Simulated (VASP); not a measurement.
# GaP (F-43m) in VASP: single point with PBE

Aim: the single point of GaP with PBE.

All numbers are computed with VASP 6.6.1; they aren't measurements. Logs are shortened: lines on timing, memory, paths and dates and some standing lists are left out, and cuts for length are marked.

**1. The cell of the first run**

It takes space group F-43m (No. 216, cubic). Conventional cell: a = 5.557 Å, b = 5.557 Å, c = 5.557 Å, α = 90.00°, β = 90.00°, γ = 90.00°. Ga (site symmetry -43m) has 4 P at 2.41 Å within 3.2 Å. P (site symmetry -43m) has 4 Ga at 2.41 Å within 3.2 Å.

**2. Single point, PBE (volume scaled by 1.06)**

The input, INCAR:

```
SYSTEM = GaP
  PREC = Accurate
  ENCUT = 520
  EDIFF = 1E-6
  ISMEAR = -1
  SIGMA = 0.05
  LREAL = .FALSE.
  LASPH = .TRUE.
  NELM = 60
  ALGO = Normal
  ISIF = 2
  LWAVE = .FALSE.
  LCHARG = .TRUE.
  GGA = PE
  LELF = .TRUE.
  LVHAR = .TRUE.
  NBANDS = 16
```

The input, KPOINTS:

```
Automatic mesh
0
G
  10 10 10
  0 0 0
```

The input, POSCAR:

```
GaP
1.0
    0.0000000000      2.7786998443      2.7786998443
    2.7786998443      0.0000000000      2.7786998443
    2.7786998443      2.7786998443      0.0000000000
Ga P
1 1
Direct
    0.0000000000      0.0000000000      0.0000000000
    0.7500000000      0.7500000000      0.7500000000
```

Potentials or basis: VASP PAW PBE potentials, release 64 (Ga_d, P).

On the command line:

```bash
> cat potpaw_PBE.64/Ga_d/POTCAR potpaw_PBE.64/P/POTCAR > POTCAR
> mpirun -np 1 vasp_std > vasp.out
```

OUTCAR:

```text
SYSTEM = GaP
   PREC = Accurate
   ENCUT = 520
   EDIFF = 1E-6
   ISMEAR = -1
   LREAL = .FALSE.
   LASPH = .TRUE.
   NELM = 60
   ISIF = 2
   GGA = PE

 ion  position               nearest neighbor table
   1  0.000  0.000  0.000-   2 2.41   2 2.41   2 2.41   2 2.41
   2  0.750  0.750  0.750-   1 2.41   1 2.41   1 2.41   1 2.41

  LATTYP: Found a face centered cubic cell.
 ALAT       =     5.5573996886

  Lattice vectors:

 A1 = (   0.0000000000,   2.7786998443,   2.7786998443)
 A2 = (   2.7786998443,   0.0000000000,   2.7786998443)
 A3 = (   2.7786998443,   2.7786998443,   0.0000000000)

Analysis of symmetry for initial positions (statically):
=====================================================================
 Subroutine PRICEL returns:
 Original cell was already a primitive cell.

 Routine SETGRP: Setting up the symmetry group for a
 face centered cubic supercell.

 Subroutine GETGRP returns: Found 24 space group operations
 (whereof 24 operations were pure point group operations)
 out of a pool of 48 trial point group operations.

The static configuration has the point symmetry T_d .

Analysis of symmetry for dynamics (positions and initial velocities):
=====================================================================
 Subroutine PRICEL returns:
 Original cell was already a primitive cell.

 Routine SETGRP: Setting up the symmetry group for a
 face centered cubic supercell.

 Subroutine GETGRP returns: Found 24 space group operations
 (whereof 24 operations were pure point group operations)
 out of a pool of 48 trial point group operations.

The dynamic configuration has the point symmetry T_d .

 Subroutine INISYM returns: Found 24 space group operations
 (whereof 24 operations are pure point group operations),
 and found     1 'primitive' translations

----------------------------------------------------------------------------------------

                                     Primitive cell

  volume of cell :      42.9096

  direct lattice vectors                    reciprocal lattice vectors
     0.000000000  2.778699844  2.778699844    -0.179940270  0.179940270  0.179940270
     2.778699844  0.000000000  2.778699844     0.179940270 -0.179940270  0.179940270
     2.778699844  2.778699844  0.000000000     0.179940270  0.179940270 -0.179940270

  length of vectors
     3.929675006  3.929675006  3.929675006     0.311665690  0.311665690  0.311665690

  position of ions in fractional coordinates (direct lattice)
     0.000000000  0.000000000  0.000000000
     0.750000000  0.750000000  0.750000000

  ion indices of the primitive-cell ions
   primitive index   ion index
                 1           1
                 2           2

----------------------------------------------------------------------------------------

 KPOINTS: Automatic mesh

Automatic generation of k-mesh.
 Grid dimensions read from file:
 generate k-points for:   10   10   10

 Generating k-lattice:

  Cartesian coordinates                     Fractional coordinates (reciprocal lattice)
    -0.017994027  0.017994027  0.017994027     0.100000000  0.000000000  0.000000000
     0.017994027 -0.017994027  0.017994027     0.000000000  0.100000000  0.000000000
     0.017994027  0.017994027 -0.017994027     0.000000000  0.000000000  0.100000000

  Length of vectors
     0.031166569  0.031166569  0.031166569

  Shift w.r.t. Gamma in fractional coordinates (k-lattice)
     0.000000000  0.000000000  0.000000000

 Subroutine IBZKPT returns following result:
 ===========================================

 Found     47 irreducible k-points:

 Following reciprocal coordinates:
            Coordinates               Weight
  0.000000  0.000000  0.000000      1.000000
  0.100000  0.000000  0.000000      8.000000
  0.200000  0.000000  0.000000      8.000000
  0.300000  0.000000  0.000000      8.000000
  0.400000  0.000000  0.000000      8.000000
  0.500000  0.000000  0.000000      4.000000
[... 16 lines left out ...]
  0.300000  0.300000  0.000000      6.000000
  0.400000  0.300000  0.000000     24.000000
 [... further k-points ...]
   k-points           NKPTS =     47   k-points in BZ     NKDIM =     47   number of bands    NBANDS=     16
   number of dos      NEDOS =    301   number of ions     NIONS =      2
   total plane-waves  NPLWV =  27000
   dimension x,y,z NGX =    30 NGY =   30 NGZ =   30
   dimension x,y,z NGXF=    60 NGYF=   60 NGZF=   60
   ions per type =               1   1
   NGX,Y,Z   is equivalent  to a cutoff of  12.69, 12.69, 12.69 a.u.
   NGXF,Y,Z  is equivalent  to a cutoff of  25.38, 25.38, 25.38 a.u.
 SYSTEM =  GaP
   PREC   = accura    normal or accurate (medium, high low for compatibility)
   ISTART =      0    job   : 0-new  1-cont  2-samecut
   ICHARG =      2    charge: 1-file 2-atom 10-const
   ISPIN  =      1    spin polarized calculation?
   LNONCOLLINEAR =      F non collinear calculations
   LSORBIT =      F    spin-orbit coupling
   LASPH  =      T    aspherical Exc in radial PAW
   ENCUT  =  520.0 eV  38.22 Ry    6.18 a.u.   7.31  7.31  7.31*2*pi/ulx,y,z
   NELM   =     60;   NELMIN=  2; NELMDL= -5     # of ELM steps
   EDIFF  = 0.1E-05   stopping-criterion for ELM
   LREAL  =      F    real-space projection
   EDIFFG = 0.1E-04   stopping-criterion for IOM
   NSW    =      0    number of steps for IOM
   IBRION =     -1    ionic relax: 0-MD 1-quasi-New 2-CG
   NFREE  =      0    steps in history (QN), initial steepest desc. (CG)
   ISIF   =      2    stress and relaxation
   ISYM   =      2    0-nonsym 1-usesym 2-fastsym
   POTIM  = 0.5000    time-step for ionic-motion
   TEBEG  =    0.0;   TEEND  =   0.0 temperature during run
   PSTRESS=    0.0 pullay stress
   NELECT =      18.0000    total number of electrons
   NUPDOWN=      -1.0000    fix difference up-down
   EMIN   =  10.00;   EMAX   =-10.00  energy-range for DOS
   EFERMI =   0.00;   METHOD = LEGACY
   ISMEAR =    -1;   SIGMA  =   0.05  broadening in eV -4-tet -1-fermi 0-gaus
   EFERMI_NEDOS =   21; number of points for ismear=-14 and -15
   IALGO  =     38    algorithm
   IMIX   =      4    mixing-type and parameters
     AMIX     =   0.40;   BMIX     =  1.00
     AMIX_MAG =   1.60;   BMIX_MAG =  1.00
  volume/ion in A,a.u.               =      21.45       144.78
  Fermi-wavevector in a.u.,A,eV,Ry     =   1.225502  2.315863 20.433980  1.501855
  Thomas-Fermi vector in A             =   2.360538
   LORBIT       =      0    0 simple, 1 ext, 2 COOP (PROOUT), +10 PAW based schemes
   GGA     = PE    functional components
   LHFCALC =     F    Hartree Fock is set to
   AEXX    =    0.0000 exact exchange contribution
   IVDW    =     0    specifies the selected vdW correction
   LEPSILON=     F    determine dielectric tensor
   LRPA    =     F    only Hartree local field effects (RPA)
 non-spin polarized calculation
  energy-cutoff  :      520.00
  volume of cell :       42.91
 maximum number of plane-waves:      1179
 NGX is ok and might be reduce to    30
   NGX = 15   NGY = 15   NGZ = 15

 number of electron      18.0000013 magnetization

 Free energy of the ion-electron system (eV)
  ---------------------------------------------------
  ext. energy  EPLUGINS =         0.00000000
  ---------------------------------------------------
  free energy    TOTEN  =        -9.12012025 eV

  energy without entropy =       -9.12012024  energy(sigma->0) =       -9.12012025

 E-fermi :   4.7805     XC(G=0):  -9.5706

 val. band max:        4.0746782041   @ k =   0.0000   0.0000   0.0000
 cond. band min:       5.4248217369   @ k =   0.0000   0.0000   0.0000
 fundamental gap:      1.3501435328
 Fermi energy:         4.7805491068

 k-point     1 :       0.0000    0.0000    0.0000
  band No.  band energies     occupation
      1     -10.3884      2.00000
      2     -10.3884      2.00000
      3     -10.3884      2.00000
      4     -10.3052      2.00000
      5     -10.3052      2.00000
      6      -7.9940      2.00000
[... 8 lines left out ...]
     15      13.7801      0.00000
     16      13.7801      0.00000

 k-point     2 :       0.1000    0.0000    0.0000
  band No.  band energies     occupation
      1     -10.3951      2.00000
      2     -10.3858      2.00000
      3     -10.3858      2.00000
      4     -10.3053      2.00000
      5     -10.3053      2.00000
      6      -7.8737      2.00000
[... 8 lines left out ...]
     15      13.3371      0.00000
     16      13.3371      0.00000

 k-point     3 :       0.2000    0.0000    0.0000
  band No.  band energies     occupation
      1     -10.4120      2.00000
      2     -10.3797      2.00000
      3     -10.3797      2.00000
      4     -10.3048      2.00000
      5     -10.3048      2.00000
      6      -7.5250      2.00000
[... 8 lines left out ...]
     15      12.9326      0.00000
     16      13.9753      0.00000

 k-point     4 :       0.3000    0.0000    0.0000
  band No.  band energies     occupation
      1     -10.4316      2.00000
      2     -10.3732      2.00000
      3     -10.3732      2.00000
      4     -10.3031      2.00000
      5     -10.3031      2.00000
      6      -6.9940      2.00000
[... 8 lines left out ...]
     15      13.3041      0.00000
     16      13.6598      0.00000

 k-point     5 :       0.4000    0.0000    0.0000
  band No.  band energies     occupation
      1     -10.4467      2.00000
      2     -10.3691      2.00000
      3     -10.3691      2.00000
      4     -10.3005      2.00000
      5     -10.3005      2.00000
      6      -6.4107      2.00000
[... 8 lines left out ...]
     15      14.4628      0.00000
     16      14.4628      0.00000

 k-point     6 :       0.5000    0.0000    0.0000
  band No.  band energies     occupation
      1     -10.4523      2.00000
      2     -10.3678      2.00000
      3     -10.3678      2.00000
      4     -10.2992      2.00000
      5     -10.2992      2.00000
      6      -6.1131      2.00000
[... 8 lines left out ...]
     15      15.5717      0.00000
     16      15.5717      0.00000

 k-point     7 :       0.1000    0.1000    0.0000
  band No.  band energies     occupation
      1     -10.3999      2.00000
      2     -10.3835      2.00000
      3     -10.3835      2.00000
      4     -10.3073      2.00000
      5     -10.3035      2.00000
      6      -7.8336      2.00000
[... 8 lines left out ...]
     15      13.4496      0.00000
     16      13.9329      0.00000

 k-point     8 :       0.2000    0.1000    0.0000
  band No.  band energies     occupation
      1     -10.4137      2.00000
      2     -10.3783      2.00000
      3     -10.3772      2.00000
      4     -10.3090      2.00000
      5     -10.3019      2.00000
      6      -7.5606      2.00000
[... 8 lines left out ...]
     15      13.8088      0.00000
     16      14.4221      0.00000

 k-point     9 :       0.3000    0.1000    0.0000
  band No.  band energies     occupation
      1     -10.4308      2.00000
      2     -10.3729      2.00000
      3     -10.3704      2.00000
      4     -10.3090      2.00000
      5     -10.3000      2.00000
      6      -7.0867      2.00000
[... 8 lines left out ...]
     15      14.0064      0.00000
     16      14.5326      0.00000
[... 172 lines left out ...]
 k-point    19 :       0.5000    0.2000    0.0000
  band No.  band energies     occupation
      1     -10.4583      2.00000
      2     -10.3611      2.00000
      3     -10.3553      2.00000
      4     -10.3116      2.00000
      5     -10.2964      2.00000
      6      -5.9169      2.00000
[... 8 lines left out ...]
     15      15.6081      0.00000
     16      16.4309      0.00000

 k-point    20 :      -0.4000    0.2000    0.0000
  band No.  band energies     occupation
      1     -10.4569      2.00000
      2     -10.3625      2.00000
      3     -10.3567      2.00000
      4     -10.3066      2.00000
      5     -10.3005      2.00000
      6      -5.8300      2.00000
[... 8 lines left out ...]
     15      14.0050      0.00000
     16      16.3230      0.00000

 k-point    21 :      -0.3000    0.2000    0.0000
  band No.  band energies     occupation
      1     -10.4491      2.00000
      2     -10.3647      2.00000
      3     -10.3616      2.00000
      4     -10.3054      2.00000
      5     -10.3030      2.00000
      6      -6.2528      2.00000
[... 8 lines left out ...]
     15      14.7657      0.00000
     16      16.6087      0.00000

 k-point    22 :      -0.2000    0.2000    0.0000
  band No.  band energies     occupation
      1     -10.4368      2.00000
      2     -10.3691      2.00000
      3     -10.3681      2.00000
      4     -10.3079      2.00000
      5     -10.3016      2.00000
      6      -6.8111      2.00000
[... 8 lines left out ...]
     15      15.0819      0.00000
     16      15.7967      0.00000

 k-point    23 :       0.3000    0.3000    0.0000
  band No.  band energies     occupation
      1     -10.4560      2.00000
      2     -10.3539      2.00000
      3     -10.3539      2.00000
      4     -10.3223      2.00000
      5     -10.2936      2.00000
      6      -6.6433      2.00000
[... 8 lines left out ...]
     15      15.0860      0.00000
     16      17.4075      0.00000

 k-point    24 :       0.4000    0.3000    0.0000
  band No.  band energies     occupation
      1     -10.4661      2.00000
      2     -10.3491      2.00000
      3     -10.3475      2.00000
      4     -10.3244      2.00000
      5     -10.2918      2.00000
      6      -6.1687      2.00000
[... 8 lines left out ...]
     15      15.7005      0.00000
     16      17.4107      0.00000

 [... further k-points ...]
[... 5 lines left out ...]
  --------------------------------------------------------------------------------------
  -------------------------------------------------------------------------------------
  Total       -0.5511545     -0.5511545     -0.5511545      0.0000000     -0.0000000      0.0000000
  in kB      -20.5792258    -20.5792258    -20.5792258      0.0000000     -0.0000000      0.0000000
  external PRESSURE =     -20.5792258 kB  Pullay stress =       0.0000000 kB

 VOLUME and BASIS-vectors are now :
 -----------------------------------------------------------------------------
  energy-cutoff  :      520.00
  volume of cell :       42.91
      direct lattice vectors                 reciprocal lattice vectors
     0.000000000  2.778699844  2.778699844    -0.179940270  0.179940270  0.179940270
     2.778699844  0.000000000  2.778699844     0.179940270 -0.179940270  0.179940270
     2.778699844  2.778699844  0.000000000     0.179940270  0.179940270 -0.179940270

 POSITION                                       TOTAL-FORCE (eV/Angst)
 -----------------------------------------------------------------------------------
      0.00000      0.00000      0.00000        -0.000000      0.000000      0.000000
      4.16805      4.16805      4.16805         0.000000     -0.000000     -0.000000
 -----------------------------------------------------------------------------------
    total drift:                               -0.000002     -0.000002     -0.000002

  FREE ENERGIE OF THE ION-ELECTRON SYSTEM (eV)
  ---------------------------------------------------
  free  energy   TOTEN  =        -9.1201202501 eV

  energy  without entropy=       -9.1201202399  energy(sigma->0) =       -9.12012025
```

Run time: 14 s. Hardware: 1 thread of Intel Xeon 6975P-C (Granite Rapids), shared host; peak memory 0.18 GiB.

What came out:

```
Free energy            : -9.1201 eV
Pressure               : -2.1 GPa
Band gap on the k mesh : 1.35 eV, direct
```

Levels at points of the mesh, in eV from the valence-band top:
```
           k point  band 6  band 7  band 8  band 9  band 10  band 11  band 12  band 13
(0.00, 0.00, 0.00)  -12.07    0.00    0.00    0.00     1.35     3.90     3.90     3.90
(0.50, 0.00, 0.00)  -10.19   -6.31   -1.03   -1.03     1.50     4.73     4.73     8.16
(0.50, 0.50, 0.00)   -9.37   -6.49   -2.49   -2.49     1.77     1.87    10.16    10.16
```
